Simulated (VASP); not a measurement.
# Na2S (Fm-3m) in VASP: further runs

The runs below take Na2S through single point, relaxation of cell and atoms, with PBEsol.

Everything below comes from runs of VASP 6.6.1. Logs are shortened: lines on timing, memory, paths and dates and some standing lists are left out, and cuts for length are marked.

### Step 1. The cell of the first run

The structure is cubic, space group Fm-3m (No. 225). The conventional cell has a = 6.678 Å, b = 6.678 Å, c = 6.678 Å, α = 90.00°, β = 90.00°, γ = 90.00°. Na (site symmetry -43m) has 4 S at 2.89 Å and 6 Na at 3.34 Å within 3.8 Å. Within 3.8 Å of S (site symmetry m-3m) lie 8 Na at 2.89 Å.

### Step 2. Single point, PBEsol

INCAR

```
SYSTEM = Na2S
ALGO = Normal
EDIFF = 1E-6
ENCUT = 500
GGA = PS
GGA_COMPAT = .False.
ISIF = 2
ISMEAR = 0
LASPH = .True.
LCHARG = .False.
LREAL = .False.
LWAVE = .False.
NBANDS = 17
NELM = 120
PREC = Accurate
SIGMA = 0.01
```

KPOINTS

```
k-points
0
Gamma
  6 6 6
  0 0 0
```

POSCAR

```
Na2S
1.0
    3.3392020904      3.3392020904      0.0000000000
   -3.3392020904      3.3392020904      0.0000000000
    0.0000000000      3.3392020904      3.3392020904
Na S
2 1
Direct
    0.2500000000      0.7500000000      0.5000000000
    0.7500000000      0.2500000000      0.5000000000
    0.0000000000      0.0000000000      0.0000000000
```

Potentials or basis: VASP PAW PBE potentials, release 64 (Na_pv, S).

Command:

```bash
cat potpaw_PBE.64/Na_pv/POTCAR potpaw_PBE.64/S/POTCAR > POTCAR
mpirun -np 1 vasp_std > vasp.out
```

OUTCAR:

```text
SYSTEM = Na2S
   EDIFF = 1E-6
   ENCUT = 500
   GGA = PS
   ISIF = 2
   ISMEAR = 0
   LASPH = .True.
   LREAL = .False.
   NELM = 120
   PREC = Accurate

 ion  position               nearest neighbor table
   1  0.250  0.750  0.500-
   2  0.750  0.250  0.500-
   3  0.000  0.000  0.000-

  LATTYP: Found a face centered cubic cell.
 ALAT       =     6.6784041808

  Lattice vectors:

 A1 = (   0.0000000000,   3.3392020904,   3.3392020904)
 A2 = (   3.3392020904,   0.0000000000,   3.3392020904)
 A3 = (   3.3392020904,   3.3392020904,   0.0000000000)

Analysis of symmetry for initial positions (statically):
=====================================================================
 Subroutine PRICEL returns:
 Original cell was already a primitive cell.

 Routine SETGRP: Setting up the symmetry group for a
 face centered cubic supercell.

 Subroutine GETGRP returns: Found 48 space group operations
 (whereof 48 operations were pure point group operations)
 out of a pool of 48 trial point group operations.

The static configuration has the point symmetry O_h .

Analysis of symmetry for dynamics (positions and initial velocities):
=====================================================================
 Subroutine PRICEL returns:
 Original cell was already a primitive cell.

 Routine SETGRP: Setting up the symmetry group for a
 face centered cubic supercell.

 Subroutine GETGRP returns: Found 48 space group operations
 (whereof 48 operations were pure point group operations)
 out of a pool of 48 trial point group operations.

The dynamic configuration has the point symmetry O_h .

 Subroutine INISYM returns: Found 48 space group operations
 (whereof 48 operations are pure point group operations),
 and found     1 'primitive' translations

----------------------------------------------------------------------------------------

                                     Primitive cell

  volume of cell :      74.4660

  direct lattice vectors                    reciprocal lattice vectors
     3.339202090  3.339202090  0.000000000     0.149736370  0.149736370 -0.149736370
    -3.339202090  3.339202090  0.000000000    -0.149736370  0.149736370 -0.149736370
     0.000000000  3.339202090  3.339202090     0.000000000  0.000000000  0.299472740

  length of vectors
     4.722344884  4.722344884  4.722344884     0.259351001  0.259351001  0.299472740

  position of ions in fractional coordinates (direct lattice)
     0.250000000  0.750000000  0.500000000
     0.750000000  0.250000000  0.500000000
     0.000000000  0.000000000  0.000000000

  ion indices of the primitive-cell ions
   primitive index   ion index
                 1           1
                 2           2
                 3           3

----------------------------------------------------------------------------------------

 KPOINTS: k-points

Automatic generation of k-mesh.
 Grid dimensions read from file:
 generate k-points for:    6    6    6

 Generating k-lattice:

  Cartesian coordinates                     Fractional coordinates (reciprocal lattice)
     0.024956062  0.024956062 -0.024956062     0.166666667  0.000000000  0.000000000
    -0.024956062  0.024956062 -0.024956062     0.000000000  0.166666667  0.000000000
     0.000000000  0.000000000  0.049912123     0.000000000  0.000000000  0.166666667

  Length of vectors
     0.043225167  0.043225167  0.049912123

  Shift w.r.t. Gamma in fractional coordinates (k-lattice)
     0.000000000  0.000000000  0.000000000

 Subroutine IBZKPT returns following result:
 ===========================================

 Found     16 irreducible k-points:

 Following reciprocal coordinates:
            Coordinates               Weight
  0.000000  0.000000  0.000000      1.000000
  0.166667  0.000000  0.000000      8.000000
  0.333333  0.000000  0.000000      8.000000
  0.500000  0.000000  0.000000      4.000000
  0.166667  0.166667  0.000000     12.000000
  0.333333  0.166667  0.000000     24.000000
[... 8 lines left out ...]
  0.500000  0.333333  0.166667     24.000000
  0.500000  0.500000  0.166667     12.000000
   k-points           NKPTS =     16   k-points in BZ     NKDIM =     16   number of bands    NBANDS=     17
   number of dos      NEDOS =    301   number of ions     NIONS =      3
   total plane-waves  NPLWV =  46656
   dimension x,y,z NGX =    36 NGY =   36 NGZ =   36
   dimension x,y,z NGXF=    72 NGYF=   72 NGZF=   72
   ions per type =               2   1
   NGX,Y,Z   is equivalent  to a cutoff of  12.67, 12.67, 12.67 a.u.
   NGXF,Y,Z  is equivalent  to a cutoff of  25.35, 25.35, 25.35 a.u.
 SYSTEM =  Na2S
   PREC   = accura    normal or accurate (medium, high low for compatibility)
   ISTART =      0    job   : 0-new  1-cont  2-samecut
   ICHARG =      2    charge: 1-file 2-atom 10-const
   ISPIN  =      1    spin polarized calculation?
   LNONCOLLINEAR =      F non collinear calculations
   LSORBIT =      F    spin-orbit coupling
   LASPH  =      T    aspherical Exc in radial PAW
   ENCUT  =  500.0 eV  36.75 Ry    6.06 a.u.   8.61  8.61  8.61*2*pi/ulx,y,z
   NELM   =    120;   NELMIN=  2; NELMDL= -5     # of ELM steps
   EDIFF  = 0.1E-05   stopping-criterion for ELM
   LREAL  =      F    real-space projection
   EDIFFG = 0.1E-04   stopping-criterion for IOM
   NSW    =      0    number of steps for IOM
   IBRION =     -1    ionic relax: 0-MD 1-quasi-New 2-CG
   NFREE  =      0    steps in history (QN), initial steepest desc. (CG)
   ISIF   =      2    stress and relaxation
   ISYM   =      2    0-nonsym 1-usesym 2-fastsym
   POTIM  = 0.5000    time-step for ionic-motion
   TEBEG  =    0.0;   TEEND  =   0.0 temperature during run
   PSTRESS=    0.0 pullay stress
   NELECT =      20.0000    total number of electrons
   NUPDOWN=      -1.0000    fix difference up-down
   EMIN   =  10.00;   EMAX   =-10.00  energy-range for DOS
   EFERMI =   0.00;   METHOD = LEGACY
   ISMEAR =     0;   SIGMA  =   0.01  broadening in eV -4-tet -1-fermi 0-gaus
   EFERMI_NEDOS =   21; number of points for ismear=-14 and -15
   IALGO  =     38    algorithm
   IMIX   =      4    mixing-type and parameters
     AMIX     =   0.40;   BMIX     =  1.00
     AMIX_MAG =   1.60;   BMIX_MAG =  1.00
  volume/ion in A,a.u.               =      24.82       167.51
  Fermi-wavevector in a.u.,A,eV,Ry     =   1.056247  1.996017 15.179443  1.115658
  Thomas-Fermi vector in A             =   2.191476
   LORBIT       =      0    0 simple, 1 ext, 2 COOP (PROOUT), +10 PAW based schemes
   GGA     = PS    functional components
   LHFCALC =     F    Hartree Fock is set to
   AEXX    =    0.0000 exact exchange contribution
   IVDW    =     0    specifies the selected vdW correction
   LEPSILON=     F    determine dielectric tensor
   LRPA    =     F    only Hartree local field effects (RPA)
 non-spin polarized calculation
 Gauss-broadening in eV      SIGMA  =   0.01
  energy-cutoff  :      500.00
  volume of cell :       74.47
 maximum number of plane-waves:      1917
 NGX is ok and might be reduce to    36
   NGX = 17   NGY = 17   NGZ = 17

 number of electron      20.0000019 magnetization

 Free energy of the ion-electron system (eV)
  ---------------------------------------------------
  ext. energy  EPLUGINS =         0.00000000
  ---------------------------------------------------
  free energy    TOTEN  =       -10.33895902 eV

  energy without entropy =      -10.33895902  energy(sigma->0) =      -10.33895902

 E-fermi :  -0.0153     XC(G=0):  -7.7187

 val. band max:       -0.1409410642   @ k =   0.0000   0.0000   0.0000
 cond. band min:       2.0364881786   @ k =   0.0000   0.0000   0.0000
 fundamental gap:      2.1774292429
 Fermi energy:        -0.0153212099

 k-point     1 :       0.0000    0.0000    0.0000
  band No.  band energies     occupation
      1     -22.3407      2.00000
      2     -22.3407      2.00000
      3     -22.3407      2.00000
      4     -22.2957      2.00000
      5     -22.2957      2.00000
      6     -22.2957      2.00000
[... 9 lines left out ...]
     16       9.0087      0.00000
     17      10.6133      0.00000

 k-point     2 :       0.1667    0.0000    0.0000
  band No.  band energies     occupation
      1     -22.3386      2.00000
      2     -22.3378      2.00000
      3     -22.3378      2.00000
      4     -22.3001      2.00000
      5     -22.2989      2.00000
      6     -22.2989      2.00000
[... 9 lines left out ...]
     16       8.5186      0.00000
     17       9.9806      0.00000

 k-point     3 :       0.3333    0.0000    0.0000
  band No.  band energies     occupation
      1     -22.3327      2.00000
      2     -22.3300      2.00000
      3     -22.3300      2.00000
      4     -22.3107      2.00000
      5     -22.3075      2.00000
      6     -22.3075      2.00000
[... 9 lines left out ...]
     16       9.3081      0.00000
     17       9.7750      0.00000

 k-point     4 :       0.5000    0.0000    0.0000
  band No.  band energies     occupation
      1     -22.3248      2.00000
      2     -22.3209      2.00000
      3     -22.3195      2.00000
      4     -22.3195      2.00000
      5     -22.3183      2.00000
      6     -22.3183      2.00000
[... 9 lines left out ...]
     16      11.0052      0.00000
     17      11.0053      0.00000

 k-point     5 :       0.1667    0.1667    0.0000
  band No.  band energies     occupation
      1     -22.3453      2.00000
      2     -22.3294      2.00000
      3     -22.3279      2.00000
      4     -22.3116      2.00000
      5     -22.3091      2.00000
      6     -22.2928      2.00000
[... 9 lines left out ...]
     16       9.5750      0.00000
     17      10.8357      0.00000

 k-point     6 :       0.3333    0.1667    0.0000
  band No.  band energies     occupation
      1     -22.3464      2.00000
      2     -22.3252      2.00000
      3     -22.3221      2.00000
      4     -22.3178      2.00000
      5     -22.3157      2.00000
      6     -22.2940      2.00000
[... 9 lines left out ...]
     16      10.3165      0.00000
     17      11.1692      0.00000

 k-point     7 :       0.5000    0.1667    0.0000
  band No.  band energies     occupation
      1     -22.3407      2.00000
      2     -22.3356      2.00000
      3     -22.3340      2.00000
      4     -22.3059      2.00000
      5     -22.3042      2.00000
      6     -22.3017      2.00000
[... 9 lines left out ...]
     16      10.9116      0.00000
     17      11.3438      0.00000

 k-point     8 :      -0.3333    0.1667    0.0000
  band No.  band energies     occupation
      1     -22.3423      2.00000
      2     -22.3416      2.00000
      3     -22.3274      2.00000
      4     -22.3136      2.00000
      5     -22.2969      2.00000
      6     -22.2963      2.00000
[... 9 lines left out ...]
     16       9.9304      0.00000
     17      10.7208      0.00000

 k-point     9 :      -0.1667    0.1667    0.0000
  band No.  band energies     occupation
      1     -22.3429      2.00000
      2     -22.3429      2.00000
      3     -22.3267      2.00000
      4     -22.3122      2.00000
      5     -22.2943      2.00000
      6     -22.2943      2.00000
[... 9 lines left out ...]
     16       9.3617      0.00000
     17      11.2322      0.00000

 k-point    10 :       0.3333    0.3333    0.0000
  band No.  band energies     occupation
      1     -22.3558      2.00000
      2     -22.3382      2.00000
      3     -22.3360      2.00000
      4     -22.3040      2.00000
      5     -22.3025      2.00000
      6     -22.2872      2.00000
[... 9 lines left out ...]
     16       9.6176      0.00000
     17      12.5406      0.00000

 k-point    11 :       0.5000    0.3333    0.0000
  band No.  band energies     occupation
      1     -22.3555      2.00000
      2     -22.3460      2.00000
      3     -22.3453      2.00000
      4     -22.2942      2.00000
      5     -22.2936      2.00000
      6     -22.2890      2.00000
[... 9 lines left out ...]
     16      11.1818      0.00000
     17      11.4431      0.00000

 k-point    12 :      -0.3333    0.3333    0.0000
  band No.  band energies     occupation
      1     -22.3473      2.00000
      2     -22.3473      2.00000
      3     -22.3449      2.00000
      4     -22.2986      2.00000
      5     -22.2913      2.00000
      6     -22.2913      2.00000
[... 9 lines left out ...]
     16      10.3990      0.00000
     17      11.9353      0.00000

 k-point    13 :       0.5000    0.5000    0.0000
  band No.  band energies     occupation
      1     -22.3612      2.00000
      2     -22.3495      2.00000
      3     -22.3495      2.00000
      4     -22.2898      2.00000
      5     -22.2898      2.00000
      6     -22.2845      2.00000
[... 9 lines left out ...]
     16      10.8884      0.00000
     17      11.6363      0.00000

 k-point    14 :       0.3333    0.3333    0.1667
  band No.  band energies     occupation
      1     -22.3503      2.00000
      2     -22.3422      2.00000
      3     -22.3327      2.00000
      4     -22.3066      2.00000
      5     -22.3001      2.00000
      6     -22.2899      2.00000
[... 9 lines left out ...]
     16      10.4694      0.00000
     17      11.5585      0.00000

 k-point    15 :       0.5000    0.3333    0.1667
  band No.  band energies     occupation
      1     -22.3523      2.00000
      2     -22.3488      2.00000
      3     -22.3199      2.00000
      4     -22.3198      2.00000
      5     -22.2917      2.00000
      6     -22.2911      2.00000
[... 9 lines left out ...]
     16      10.0106      0.00000
     17      11.5242      0.00000

 k-point    16 :       0.5000    0.5000    0.1667
  band No.  band energies     occupation
      1     -22.3587      2.00000
      2     -22.3520      2.00000
      3     -22.3347      2.00000
      4     -22.3048      2.00000
      5     -22.2885      2.00000
      6     -22.2858      2.00000
[... 9 lines left out ...]
     16      10.5968      0.00000
     17      11.3371      0.00000

------------------------ aborting loop because EDIFF is reached ----------------------------------------

  FORCE on cell =-STRESS in cart. coord.  units (eV):
  Direction    XX          YY          ZZ          XY          YZ          ZX
  --------------------------------------------------------------------------------------
  -------------------------------------------------------------------------------------
  Total       -0.9155762     -0.9155762     -0.9155762      0.0000000      0.0000000      0.0000000
  in kB      -19.6991256    -19.6991256    -19.6991256      0.0000000      0.0000000      0.0000000
  external PRESSURE =     -19.6991256 kB  Pullay stress =       0.0000000 kB

 VOLUME and BASIS-vectors are now :
 -----------------------------------------------------------------------------
  energy-cutoff  :      500.00
  volume of cell :       74.47
      direct lattice vectors                 reciprocal lattice vectors
     3.339202090  3.339202090  0.000000000     0.149736370  0.149736370 -0.149736370
    -3.339202090  3.339202090  0.000000000    -0.149736370  0.149736370 -0.149736370
     0.000000000  3.339202090  3.339202090     0.000000000  0.000000000  0.299472740

 POSITION                                       TOTAL-FORCE (eV/Angst)
 -----------------------------------------------------------------------------------
     -1.66960      5.00880      1.66960        -0.000000      0.000000     -0.000000
      1.66960      5.00880      1.66960         0.000000     -0.000000      0.000000
      0.00000      0.00000      0.00000         0.000000      0.000000      0.000000
 -----------------------------------------------------------------------------------
    total drift:                                0.000000      0.000000      0.000000

  FREE ENERGIE OF THE ION-ELECTRON SYSTEM (eV)
  ---------------------------------------------------
  free  energy   TOTEN  =       -10.3389590151 eV

  energy  without entropy=      -10.3389590151  energy(sigma->0) =      -10.33895902
```

It took 28 s on 1 thread of AMD EPYC 7R13, shared host; peak memory 0.17 GiB.

Results:

| Property | Result |
| --- | --- |
| Free energy | -10.3390 eV |
| Pressure | -2.0 GPa |
| Band gap on the k mesh | 2.18 eV, direct |

Levels at points of the mesh, in eV from the valence-band top:
| k point | band 6 | band 7 | band 8 | band 9 | band 10 | band 11 | band 12 | band 13 | band 14 | band 15 |
| --- | --- | --- | --- | --- | --- | --- | --- | --- | --- | --- |
| (0.00, 0.00, 0.00) | -22.15 | -10.05 | 0.00 | 0.00 | 0.00 | 2.18 | 7.45 | 7.45 | 7.45 | 9.15 |
| (0.50, 0.00, 0.00) | -22.18 | -9.84 | -1.57 | -0.13 | -0.13 | 4.46 | 6.07 | 6.92 | 6.92 | 10.60 |
| (0.50, 0.50, 0.00) | -22.14 | -9.77 | -1.40 | -0.44 | -0.44 | 3.67 | 5.77 | 7.92 | 9.26 | 9.26 |

Caveat: the PAW data sets were made with another functional, which shifts forces and pressure a little.

(Part 1 of 2 ends here.)
